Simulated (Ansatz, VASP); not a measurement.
# One calculation of TiAl, two programs

```
Ti Al
1.0
     3.24141    0.00000    0.00000
     0.00000    3.24141    0.00000
     0.00000    0.00000    3.24141
Ti Al
1 1
Direct
  0.00000 0.00000 0.00000
  0.50000 0.50000 0.50000
```

Alike in both runs: task single point; functional PBE0; k mesh 4 × 4 × 4; occupations fermi-dirac, width 0.05 eV; no spin polarisation.

```csv
,VASP,Ansatz
version,VASP 6.6.1,Ansatz 0.2.0
potentials or method,"VASP PAW PBE potentials, release 64 (Ti_sv, Al)",Ansatz PAW
plane-wave cutoff (eV),520,420
valence electrons in the cell,15,15
```

|  | VASP | Ansatz | Ansatz less VASP |
| --- | --- | --- | --- |
| gap on the k mesh at the Fermi level (eV) | none | none | - |
| pressure (GPa) | -7.4 | -7.2 | +0.28 |

A gap of «none» marks a metal or a gap that the smearing closes. The functional is the same, so the differences come from potentials, cutoffs and numerics.

The k mesh is coarse, so the values compare programs but aren't converged.
